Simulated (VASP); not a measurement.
Input of a VASP 6.6.1 run:

File INCAR:

```
SYSTEM = CsEu3
ALGO = Normal ; EDIFF = 1E-6
ENCUT = 520 ; GGA = PE
ISIF = 2 ; ISMEAR = -1
ISPIN = 2 ; LASPH = .TRUE.
LCHARG = .FALSE. ; LMAXMIX = 6
LORBIT = 11 ; LREAL = .FALSE.
LWAVE = .FALSE. ; MAGMOM = 7 7 7 0
NBANDS = 42 ; NELM = 150
PREC = Accurate ; SIGMA = 0.05
```

The input KPOINTS:

```
k-points
0
G
  5 5 5
  0 0 0
```

Contents of POSCAR:

```
CsEu3
1.0
    0.0000000000      4.8620563713      4.8620563713
    4.8620563713      0.0000000000      4.8620563713
    4.8620563713      4.8620563713      0.0000000000
Eu Cs
3 1
Direct
    0.5000000000      0.5000000000      0.5000000000
    0.7500000000      0.7500000000      0.7500000000
    0.2500000000      0.2500000000      0.2500000000
    0.0000000000      0.0000000000      0.0000000000
```

Potentials or basis: VASP PAW PBE potentials, release 64 (Eu, Cs_sv).

Launch:

```console
$ cat potpaw_PBE.64/Eu/POTCAR potpaw_PBE.64/Cs_sv/POTCAR > POTCAR
$ mpirun -np 1 vasp_std > vasp.out
```

Q: Estimate the net moment.

A: 22.64 μB per cell.

Q: What does it give for the pressure?

A: -0.7 GPa.

Q: What does it give for the site moments?

A: Eu +6.75, +6.76 (each value once); Cs +0.04 μB.

Caveat: the highest band is partly filled, so the run has too few bands. The state reached can hang on the start; a lower one may exist.
